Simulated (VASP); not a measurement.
Na3HSe:

```xyz
5
Lattice="4.5503 0.0000 0.0000 0.0000 4.5503 0.0000 0.0000 0.0000 4.5503" Properties=species:S:1:pos:R:3 pbc="T T T"
Na    0.0000    2.2751    2.2751
Na    2.2751    0.0000    2.2751
Na    2.2751    2.2751    0.0000
H     2.2751    2.2751    2.2751
Se    0.0000    0.0000    0.0000
```

* Program: VASP 6.6.1
* Task: relaxation of cell and atoms
* Functional: PBE
* Dispersion: D3(BJ)
* Potentials or basis: VASP PAW PBE potentials, release 64 (Na_pv, H, Se)
* Cutoff: 600 eV
* k mesh: 6 × 6 × 6
* Occupations: gaussian, width 0.02 eV
* Spin: no spin polarisation

At the start: pressure -2.0 GPa; volume 18.84 Å³/atom.

Question: Where does the relaxation end?

Answer: Over 4 steps the energy falls by 9.1 meV/atom and the volume is 17.47 Å³/atom (-7.3 %); space group Pm-3m (No. 221, to 0.1 Å) before and after.

The path:
```csv
step,energy change (eV),largest force (eV/Å),pressure (GPa),volume (Å³)
1,0.0000,0.0000,-1.99,94.21
2,-0.0316,0.0000,-1.17,91.05
3,-0.0453,0.0000,-0.20,87.95
4,-0.0457,0.0000,0.04,87.35
```

Final structure:
```xyz
5
Lattice="4.4370 0.0000 0.0000 0.0000 4.4370 0.0000 0.0000 0.0000 4.4370" Properties=species:S:1:pos:R:3 pbc="T T T"
Na    0.0000    2.2185    2.2185
Na    2.2185    0.0000    2.2185
Na    2.2185    2.2185    0.0000
H     2.2185    2.2185    2.2185
Se    0.0000    0.0000    0.0000
```
